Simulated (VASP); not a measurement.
Nb, 1 atom in the cell. It takes space group Im-3m (No. 229, cubic). Conventional cell: a = 3.072 Å, b = 3.072 Å, c = 3.072 Å, α = 90.00°, β = 90.00°, γ = 90.00°. Nb (site symmetry m-3m) has 14 Nb at 2.66 to 3.07 Å within 3.5 Å.  This cell differs from its parent crystal: volume scaled by 0.8.

* Program: VASP 6.6.1
* Task: single point
* Functional: PBE
* Potentials or basis: VASP PAW PBE potentials, release 64 (Nb_sv)
* Cutoff: 520 eV
* k mesh: 16 × 16 × 16
* Occupations: fermi-dirac, width 0.05 eV
* Spin: no spin polarisation
* Dipole correction: no
* Further INCAR settings: ALGO = Normal; EDIFF = 1e-06; NBANDS = 12

Potentials or basis: VASP PAW PBE potentials, release 64 (Nb_sv).

Run with:

```console
$ cat potpaw_PBE.64/Nb_sv/POTCAR > POTCAR
$ mpirun -np 1 vasp_std > vasp.out
```

Hardware: 1 thread of AMD EPYC 9R45 96-Core Processor (Zen 5) (shared host).

Q: How long does it take, and how much memory?

A: It took 17 s on 1 thread of AMD EPYC 9R45 96-Core Processor (Zen 5) (shared host), peak memory 0.11 GiB. Counts: scf iterations 12, k points 145.
